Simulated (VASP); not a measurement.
Wanted: the native input for a VASP 6.6.1 run.

```
Task                   : single point
Functional             : LDA
Potentials or basis    : VASP PAW LDA potentials, release 64 (C)
Cutoff                 : 520 eV
k mesh                 : 16 × 16 × 16
Occupations            : fermi-dirac, width 0.03 eV
Spin                   : no spin polarisation
Dipole correction      : no
Further INCAR settings : ALGO = Normal; EDIFF = 1e-07; NBANDS = 11
```

The structure of C lies in POSCAR:

```
C
1.0
    0.0000000000      1.7952109402      1.7952109402
    1.7952109402      0.0000000000      1.7952109402
    1.7952109402      1.7952109402      0.0000000000
C
2
Direct
    0.5000000000      0.5000000000      0.5000000000
    0.7500000000      0.7500000000      0.7500000000
```

This cell differs from its parent crystal: volume scaled by 1.02.

The input as run:

INCAR

```
SYSTEM = C
PREC = Accurate
ENCUT = 520
EDIFF = 1E-7
ISMEAR = -1
SIGMA = 0.03
LREAL = .FALSE.
LASPH = .TRUE.
NELM = 100
ALGO = Normal
ISIF = 2
LWAVE = .FALSE.
LCHARG = .FALSE.
NBANDS = 11
```

KPOINTS

```
regular mesh
0
G
  16 16 16
  0 0 0
```

Potentials or basis: VASP PAW LDA potentials, release 64 (C).

The run is started by

```console
$ cat potpaw_LDA.64/C/POTCAR > POTCAR
$ mpirun -np 1 vasp_std > vasp.out
```

It gave:

```yaml
Pressure: -19.7 GPa
Band_gap_on_the_k_mesh: 4.05 eV, indirect (least direct gap 5.49 eV)
```

It took 8.4 s on 1 thread of Intel Xeon 6975P-C, with other jobs on the host, peak memory 0.12 GiB.
